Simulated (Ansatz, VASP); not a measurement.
## Ga: VASP beside Ansatz

```xyz
4
Lattice="2.2249 -3.7707 0.0000 2.2249 3.7707 0.0000 0.0000 0.0000 4.4557" Properties=species:S:1:pos:R:3 pbc="T T T"
Ga    2.2249    2.6207    0.3498
Ga    2.2249   -1.1501    1.8781
Ga    2.2249   -2.6207    4.1059
Ga    2.2249    1.1501    2.5776
```

Change from the starting cell: volume scaled by 0.96, crystal datasets.

Alike in both runs: task electric field gradients; functional PBEsol; k mesh 9 × 9 × 8; occupations fermi-dirac, width 0.05 eV; no spin polarisation.

|  | VASP | Ansatz |
| --- | --- | --- |
| version | VASP 6.6.1 | Ansatz 0.2.0 |
| potentials or method | VASP PAW PBE potentials, release 64 (Ga_d), cutoff 520 eV | all-electron PAW with datasets made for the crystal, scalar-relativistic |

```csv
,VASP,Ansatz,Ansatz less VASP
pressure (GPa),1.3,1.3,-0.04
"traceless stress, the component that is largest in VASP (GPa)",1.92,1.92,+0.004
rms of the force components (eV/Å),0.267,0.270,+0.0032
size of Vzz on the site where it differs most (V/Å²),54.2,56.3,+2.07
```

VASP's potentials were made for PBE, not for PBEsol. Atom by atom the forces differ by 0.003 eV/Å (rms over components). Ansatz ran all-electron here, and VASP with PAW potentials.
